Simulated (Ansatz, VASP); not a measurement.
**WC4 in VASP and in Ansatz**

```
CELL_PARAMETERS angstrom
-2.22954 2.22954 2.51583
2.22954 -2.22954 2.51583
2.22954 2.22954 -2.51583
ATOMIC_POSITIONS crystal
W 0.83531 0.83531 0.00000
C 0.47896 0.19261 0.50033
C 0.69228 0.97864 0.49967
C 0.19261 0.69228 0.71365
C 0.97864 0.47896 0.28635
```

Alike in both runs: functional PBE; k mesh 4 × 4 × 4; occupations gaussian, width 0.2 eV; no spin polarisation.

Ansatz relaxed the structure, and its values are those at the end. VASP's run is a single point on that final structure, the one shown.

|  | VASP | Ansatz |
| --- | --- | --- |
| version | VASP 6.6.1 | Ansatz 0.2.0 |
| potentials or method | VASP PAW PBE potentials, release 64 (W_sv, C), cutoff 600 eV | scalar-relativistic, plane waves, PAW |
| valence electrons in the cell | 30 | 30 |

```tsv
	VASP	Ansatz	Ansatz less VASP
gap on the k mesh at the Fermi level (eV)	none	none	-
pressure (GPa)	0.5	0.1	-0.39
rms of the force components (eV/Å)	0.012	0.031	+0.0184
```

A gap of «none» marks a metal or a gap that the smearing closes. The functional is the same, so the differences come from potentials, cutoffs and numerics.

The k mesh is coarse, so the values compare programs but aren't converged. Spin-orbit coupling is off throughout.
